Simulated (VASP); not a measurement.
TiO2, 6 atoms in the cell. The structure is tetragonal, space group P4_2/mnm (No. 136). Conventional cell: a = 4.592 Å, b = 4.592 Å, c = 2.957 Å, α = 90.00°, β = 90.00°, γ = 90.00°. Ti (site symmetry mmm) has 6 O at 1.95 to 1.98 Å within 2.6 Å. O (site symmetry m2m) has 3 Ti at 1.95 to 1.98 Å and 1 O at 2.53 Å within 2.6 Å. 

* Program: VASP 6.6.1
* Task: relaxation of cell and atoms
* Functional: PBE
* Potentials or basis: VASP PAW PBE potentials, release 64 (Ti_sv, O)
* Cutoff: 600 eV
* k mesh: 6 × 6 × 10
* Occupations: gaussian, width 0.02 eV
* Spin: no spin polarisation
* Dipole correction: no
* Further INCAR settings: ALGO = Normal; EDIFF = 1e-07; IBRION = 2; EDIFFG = -0.005; NSW = 100; ISIF = 3

Potentials or basis: VASP PAW PBE potentials, release 64 (Ti_sv, O).

Launch:

```bash
$ cat potpaw_PBE.64/Ti_sv/POTCAR potpaw_PBE.64/O/POTCAR > POTCAR
$ mpirun -np 1 vasp_std > vasp.out
```

Hardware: 1 thread of Intel(R) Xeon(R) 6975P-C (Granite Rapids) (shared host).

Q: How long does it take, and how much memory?

A: It took 4.9 min on 1 thread of Intel(R) Xeon(R) 6975P-C (Granite Rapids) (shared host), peak memory 0.26 GiB. Counts: scf iterations 77, k points 60, ion steps 8.
